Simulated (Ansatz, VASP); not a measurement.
## V: VASP beside Ansatz

File INCAR:

```
SYSTEM = V
  ALGO = Normal
  EDIFF = 1E-6
  ENCUT = 520
  GGA = PS
  ISIF = 2
  ISMEAR = 0
  ISPIN = 2
  LASPH = .TRUE.
  LCHARG = .FALSE.
  LMAXMIX = 4
  LORBIT = 11
  LREAL = .FALSE.
  LWAVE = .FALSE.
  MAGMOM = 2
  NBANDS = 16
  NELM = 150
  PREC = Accurate
  SIGMA = 0.1
```

Contents of KPOINTS:

```
k-points
0
G
  8 8 8
  0 0 0
```

File POSCAR:

```
V
1.0
   -1.5023851000      1.5023851000      1.5023851000
    1.5023851000     -1.5023851000      1.5023851000
    1.5023851000      1.5023851000     -1.5023851000
V
1
Direct
    0.0000000000      0.0000000000      0.0000000000
```

Input for Ansatz:

```yaml
crystal:
  lattice:
    - [-1.5023851, 1.5023851, 1.5023851]
    - [1.5023851, -1.5023851, 1.5023851]
    - [1.5023851, 1.5023851, -1.5023851]
  atoms:
    - { symbol: V, position: [0.0, 0.0, 0.0], spin: 2.0 }
basis:
  ecutwfc: 420
kpoints:
  mp_grid: { grid: [8, 8, 8] }
hamiltonian:
  xc: pbesol
scf:
  occupations: { method: gaussian, width: 0.1 }
  lower_state_search: "off"
output:
  forces: true
  stress: true
  eigenvalues: true
  populations: true
magnetization:
  spin_polarized: true
```

Alike in both runs: task single point; functional PBEsol; k mesh 8 × 8 × 8; occupations gaussian, width 0.1 eV; collinear spin.

```csv
,VASP,Ansatz
version,VASP 6.6.1,Ansatz 0.2.0
potentials or method,"VASP PAW PBE potentials, release 64 (V_sv), cutoff 520 eV","scalar-relativistic, plane waves, PAW"
valence electrons in the cell,13,13
```

|  | VASP | Ansatz | Ansatz less VASP |
| --- | --- | --- | --- |
| gap on the k mesh at the Fermi level (eV) | none | none | - |
| pressure (GPa) | -9.4 | -9.6 | -0.19 |
| net moment per atom (μB) | 0.00 | 0.00 | -0.001 |

VASP's potentials were made for PBE, not for PBEsol. A gap of «none» marks a metal or a gap that the smearing closes. The functional is the same, so the differences come from potentials, cutoffs and numerics. Ansatz's warnings: seeded moment not kept.

The k mesh is coarse, so the values compare programs but aren't converged.
